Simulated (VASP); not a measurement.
Here is a VASP 6.6.1 calculation.

Contents of INCAR:

```
SYSTEM = ZrB
PREC     = Accurate       ! precision mode
ENCUT    = 520            ! plane-wave cutoff, eV
EDIFF    = 1E-7           ! SCF threshold, eV
ISMEAR   = 0              ! smearing method
SIGMA    = 0.15           ! smearing width, eV
LREAL    = .FALSE.        ! projectors in reciprocal space
LASPH    = .TRUE.         ! aspherical terms in the spheres
NELM     = 100            ! most SCF steps
ALGO     = Normal         ! electronic algorithm
ISIF     = 2              ! what is computed and relaxed
LWAVE    = .FALSE.        ! write WAVECAR
LCHARG   = .FALSE.        ! write CHGCAR
GGA      = PS             ! functional
NBANDS   = 14             ! bands
```

The input KPOINTS:

```
regular mesh
0
G
  20 20 20
  0 0 0
```

POSCAR

```
ZrB
1.0
    1.2302358153      3.0755895382      3.0755895382
    3.0755895382      1.2302358153      3.0755895382
    3.0755895382      3.0755895382      1.2302358153
Zr B
1 1
Direct
    0.0000000000      0.0000000000      0.0000000000
    0.5000000000      0.5000000000      0.5000000000
```

Potentials or basis: VASP PAW PBE potentials, release 64 (Zr_sv, B).

Run with:

```bash
$ cat potpaw_PBE.64/Zr_sv/POTCAR potpaw_PBE.64/B/POTCAR > POTCAR
$ mpirun -np 1 vasp_std > vasp.out
```

**Question.** What does it give for the pressure?

**Answer.** 24.0 GPa.

**Question.** Estimate the band gap on the k mesh.

**Answer.** Zero (an odd number of electrons rules out a gap without spin polarisation).

Stress tensor (GPa, compression positive):
```
 24.01 -17.72 -17.72
-17.72  24.01 -17.72
-17.72 -17.72  24.01
```

Caveat: the cell stands under pressure; the PAW data sets were made with another functional, which shifts forces and pressure a little.
